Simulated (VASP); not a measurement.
Set up this calculation in VASP 6.6.1, as the native input.

| Item | Value |
| --- | --- |
| Task | single point |
| Functional | PBE |
| Potentials or basis | VASP PAW PBE potentials, release 64 (La, Y_sv, F) |
| Cutoff | 520 eV |
| k mesh | 4 × 4 × 4 |
| Occupations | gaussian, width 0.1 eV |
| Spin | no spin polarisation |
| Dipole correction | no |
| Further INCAR settings | ALGO = Normal; EDIFF = 1e-06; NBANDS = 40 |

The structure of LaY4F lies in POSCAR:

```
LaY4F
1.0
    0.0000000000      4.1117122500      4.1117122500
    4.1117122500      0.0000000000      4.1117122500
    4.1117122500      4.1117122500      0.0000000000
La Y F
1 4 1
Direct
    0.5000000000      0.5000000000      0.5000000000
    0.1927543900      0.6024152000      0.6024152000
    0.6024152000      0.6024152000      0.6024152000
    0.6024152000      0.1927543900      0.6024152000
    0.6024152000      0.6024152000      0.1927543900
    0.0000000000      0.0000000000      0.0000000000
```

The cell was built from a structure type or drawn by symmetry, and may not be a known phase.

One way to write it, as run:

INCAR

```
  PREC = Accurate
  ENCUT = 520
  EDIFF = 1E-6
  ISMEAR = 0
  SIGMA = 0.1
  LREAL = F
  LASPH = T
  NELM = 60
  ALGO = Normal
  ISIF = 2
  LWAVE = F
  LCHARG = T
  GGA = PE
  LELF = T
  LVHAR = T
  NBANDS = 40
```

KPOINTS

```
regular mesh
0
Gamma
  4 4 4
```

Potentials or basis: VASP PAW PBE potentials, release 64 (La, Y_sv, F).

Launch:

```bash
$ cat potpaw_PBE.64/La/POTCAR potpaw_PBE.64/Y_sv/POTCAR potpaw_PBE.64/F/POTCAR > POTCAR
$ mpirun -np 1 vasp_std > vasp.out
```

Results of the run:

```
Pressure               : -197.7 GPa
Largest force          : 86.762 eV/Å
Band gap on the k mesh : zero (bands 31 and 32 overlap by 1.11 eV)
```

Caveat: atoms lie so close that the PAW spheres overlap strongly, which falsifies energies and pressures; the cell stands under tension; spin-orbit coupling is left out, which moves the levels of the heavy elements; forces of over 1 eV/Å act on the atoms, so gaps and moduli don't describe the material at rest.

Wall time 3 min on 1 thread of Intel(R) Xeon(R) 6975P-C (Granite Rapids) (shared host), peak memory 0.37 GiB.
